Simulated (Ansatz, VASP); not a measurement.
**RbRe in VASP and in Ansatz**

```xyz
2
Lattice="4.6465 0.0000 0.0000 0.0000 4.6465 0.0000 0.0000 0.0000 4.6465" Properties=species:S:1:pos:R:3 pbc="T T T"
Rb    2.3232    2.3232    2.3232
Re    0.0000    0.0000    0.0000
```

Alike in both runs: task relaxation of cell and atoms; functional PBE; k mesh 4 × 4 × 4; occupations gaussian, width 0.1 eV; no spin polarisation.

|  | VASP | Ansatz |
| --- | --- | --- |
| version | VASP 6.6.1 | Ansatz 0.2.0 |
| potentials or method | VASP PAW PBE potentials, release 64 (Rb_sv, Re_sv_GW), cutoff 500 eV | scalar-relativistic, plane waves, PAW |
| valence electrons in the cell | 24 | 24 |

```tsv
	VASP	Ansatz	Ansatz less VASP
gap on the k mesh at the Fermi level, each at its own relaxed structure (eV)	none	none	-
relaxed volume (Å³/atom)	26.14	25.79	-0.351
relaxed cell length with the largest relative difference (Å)	3.739	3.723	-0.0168
```

A gap of «none» marks a metal or a gap that the smearing closes.

Spin-orbit coupling is off throughout. Noted on VASP's run: the volume moved by over 15 % at a fixed basis, so the end points are rough.
